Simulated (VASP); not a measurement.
Crystal: CuO.

```
CELL_PARAMETERS angstrom
3.42205 0.00000 0.00000
0.00000 3.42205 0.00000
0.00000 0.00000 4.26046
ATOMIC_POSITIONS crystal
Cu 0.00000 0.50000 0.00000
Cu 0.50000 0.00000 0.50000
O 0.00000 0.00000 0.25000
O 0.00000 0.00000 0.75000
```

* Program: VASP 6.6.1
* Task: relaxation of cell and atoms
* Functional: PBE
* Potentials or basis: VASP PAW PBE potentials, release 64 (Cu, O)
* Cutoff: 600 eV
* k mesh: 8 × 8 × 6
* Occupations: fermi-dirac, width 0.05 eV
* Spin: no spin polarisation

At the start: pressure -2.4 GPa; volume 12.47 Å³/atom.

Question: How do energy, volume and symmetry change on relaxing?

Answer: Over 11 steps the energy falls by 363.8 meV/atom and the volume is 11.23 Å³/atom (-10.0 %); space group P4_2/mmc (No. 131, to 0.1 Å) before and after.

The path:
```
step  energy change (eV)  largest force (eV/Å)  pressure (GPa)  volume (Å³)
   1              0.0000                0.0000           -2.40        49.89
   2             -0.8782                0.0000           -2.88        48.27
   3             -1.4435                0.0000            0.01        45.28
   4             -1.4549                0.0000            0.75        44.68
   5             -1.4546                0.0000            0.56        44.82
   6             -1.4545                0.0000           -0.71        45.18
   7             -1.4550                0.0000           -0.04        44.98
   8             -1.4553                0.0000           -0.12        44.94
   9             -1.4553                0.0000           -0.12        44.91
  10             -1.4553                0.0000            0.12        44.91
  11             -1.4553                0.0000            0.01        44.92
```

Final structure:
```
Cu O
1.0
     2.95474    0.00000    0.00000
     0.00000    2.95474    0.00000
     0.00000    0.00000    5.14572
Cu O
2 2
Cartesian
  0.0000 1.4774 0.0000
  1.4774 0.0000 2.5729
  0.0000 0.0000 1.2864
  0.0000 0.0000 3.8593
```

Caveat: a cell axis changed by over 15 % at a fixed basis, so the end point is rough.
